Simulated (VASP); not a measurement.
Here is a VASP 6.6.1 calculation.

Contents of INCAR:

```
  PREC = Accurate
  ENCUT = 520
  EDIFF = 1E-6
  ISMEAR = 0
  SIGMA = 0.05
  LREAL = F
  LASPH = T
  NELM = 100
  ALGO = Normal
  ISIF = 2
  LWAVE = F
  LCHARG = F
  LDIPOL = T
  IDIPOL = 3
  DIPOL = 0.5 0.5 0.501
  GGA = PE
  NBANDS = 46
```

The input KPOINTS:

```
Automatic mesh
0
Gamma
  8 8 1
```

Contents of POSCAR:

```
NbAs
1.0
    3.4517000000      0.0000000000      0.0000000000
    0.0000000000      3.4517000000      0.0000000000
    0.0000000000      0.0000000000     29.7411200738
As Nb
4 4
Direct
    0.0000000000      0.0000000000      0.3362348148
    0.5000000000      0.0000000000      0.4344153825
    0.5000000000      0.5000000000      0.5338361354
    0.0000000000      0.5000000000      0.6340491061
    0.5000000000      0.5000000000      0.3692234820
    0.0000000000      0.5000000000      0.4674040498
    0.0000000000      0.0000000000      0.5669774405
    0.5000000000      0.0000000000      0.6618742717
```

Potentials or basis: VASP PAW PBE potentials, release 64 (As, Nb_sv).

The run is started by

```sh
$ cat potpaw_PBE.64/As/POTCAR potpaw_PBE.64/Nb_sv/POTCAR > POTCAR
$ mpirun -np 1 vasp_std > vasp.out
```

(1) Predict the largest force.

(2) Estimate the band gap on the k mesh.

Results:

(1) 0.275 eV/Å.

(2) zero (bands 36 and 37 overlap by 0.93 eV).
